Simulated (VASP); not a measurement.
Set up this calculation in VASP 6.6.1, as the native input.

| Item | Value |
| --- | --- |
| Task | single point |
| Functional | revPBE |
| Potentials or basis | VASP PAW PBE potentials, release 64 (Mn_pv) |
| Cutoff | 520 eV |
| k mesh | 12 × 12 × 12 |
| Occupations | fermi-dirac, width 0.05 eV |
| Spin | collinear spin, antiferromagnetic start |
| Starting moments | [2.48, -2.48] μB |
| Dipole correction | no |
| Further INCAR settings | ALGO = Normal; EDIFF = 1e-07; NBANDS = 24 |

The structure of Mn lies in POSCAR:

```
Mn
1.0
    0.0000000000      2.6960375582      2.6960375582
    2.6960375582      0.0000000000      2.6960375582
    2.6960375582      2.6960375582      0.0000000000
Mn
2
Direct
    0.1250000000      0.1250000000      0.1250000000
    0.8750000000      0.8750000000      0.8750000000
```

This cell differs from its parent crystal: volume scaled by 1.08.

The input as run:

INCAR

```
SYSTEM = Mn
PREC = Accurate
ENCUT = 520
EDIFF = 1E-7
ISMEAR = -1
SIGMA = 0.05
LREAL = .FALSE.
LASPH = .TRUE.
NELM = 150
ALGO = Normal
ISIF = 2
LWAVE = .FALSE.
LCHARG = .TRUE.
ISPIN = 2
MAGMOM = 2.48 -2.48
LORBIT = 11
LMAXMIX = 4
GGA = RE
LELF = .TRUE.
LVHAR = .TRUE.
NBANDS = 24
```

KPOINTS

```
regular mesh
0
G
  12 12 12
  0 0 0
```

Potentials or basis: VASP PAW PBE potentials, release 64 (Mn_pv).

The run is started by

```console
$ cat potpaw_PBE.64/Mn_pv/POTCAR > POTCAR
$ mpirun -np 1 vasp_std > vasp.out
```

Results of the run:

| Item | Value |
| --- | --- |
| Pressure | -2.2 GPa |
| Band gap on the k mesh | zero (filled and empty bands overlap) |
| Net moment | 0.00 μB per cell |
| Site moments | Mn +2.96, -2.96 μB |
| Valence electrons inside the program's atomic spheres | Mn 11.67 |

Caveat: the PAW data sets were made with another functional, which shifts forces and pressure a little.

Wall time 95 s on 1 thread of Intel(R) Xeon(R) Platinum 8488C (Sapphire Rapids), with other jobs on the host, peak memory 0.23 GiB.
